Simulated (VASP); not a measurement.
Write the native input for VASP 6.6.1 that does the following.

* Task: single point
* Functional: r2SCAN
* Potentials or basis: VASP PAW PBE potentials, release 64 (Mg, Si)
* Cutoff: 520 eV
* k mesh: 16 × 16 × 12
* Occupations: gaussian, width 0.15 eV
* Spin: no spin polarisation
* Dipole correction: no
* Further INCAR settings: ALGO = Normal; EDIFF = 1e-06; NBANDS = 10

MgSi:

```xyz
2
Lattice="2.9084 0.0000 0.0000 0.0000 2.9084 0.0000 0.0000 0.0000 3.9803" Properties=species:S:1:pos:R:3 pbc="T T T"
Mg    0.0000    0.0000    0.0000
Si    1.4542    1.4542    1.9902
```

This cell differs from its parent crystal: strain +0.000 along x and y, -0.030 along z.

These files were run (other wordings do the same):

POSCAR

```
MgSi
1.0
    2.9083940000      0.0000000000      0.0000000000
    0.0000000000      2.9083940000      0.0000000000
    0.0000000000      0.0000000000      3.9803241900
Mg Si
1 1
Direct
    0.0000000000      0.0000000000      0.0000000000
    0.5000000000      0.5000000000      0.5000000000
```

INCAR.step1

```
PREC = Accurate
ENCUT = 520
ISMEAR = 0
SIGMA = 0.15
LREAL = F
LASPH = T
NELM = 80
NBANDS = 10
GGA = PE
ALGO = Normal
EDIFF = 1E-4
LWAVE = T
LCHARG = F
```

INCAR.step2

```
PREC = Accurate
ENCUT = 520
EDIFF = 1E-6
ISMEAR = 0
SIGMA = 0.15
LREAL = F
LASPH = T
NELM = 80
ALGO = Normal
ISIF = 2
LWAVE = F
LCHARG = T
METAGGA = R2SCAN
LMIXTAU = T
LELF = T
LVHAR = T
NBANDS = 10
ISTART = 1
```

KPOINTS

```
regular mesh
0
Gamma
  16 16 12
```

Potentials or basis: VASP PAW PBE potentials, release 64 (Mg, Si).

Run with:

```bash
$ cat potpaw_PBE.64/Mg/POTCAR potpaw_PBE.64/Si/POTCAR > POTCAR
$ cp INCAR.step1 INCAR
$ mpirun -np 1 vasp_std > vasp.out
$ cp INCAR.step2 INCAR
$ mpirun -np 1 vasp_std > vasp.out
```

Results of the run:

The pressure is 0.8 GPa. The band gap on the k mesh is zero (bands 3 and 4 overlap by 6.74 eV).

Caveat: the cell differs from its parent crystal (strain +0.000 along x and y, -0.030 along z); the PAW data sets were made with another functional, which shifts forces and pressure a little.

Run time: 2.6 min on 1 thread of AMD EPYC 9R45 96-Core Processor (Zen 5), on a shared host, peak memory 0.22 GiB.
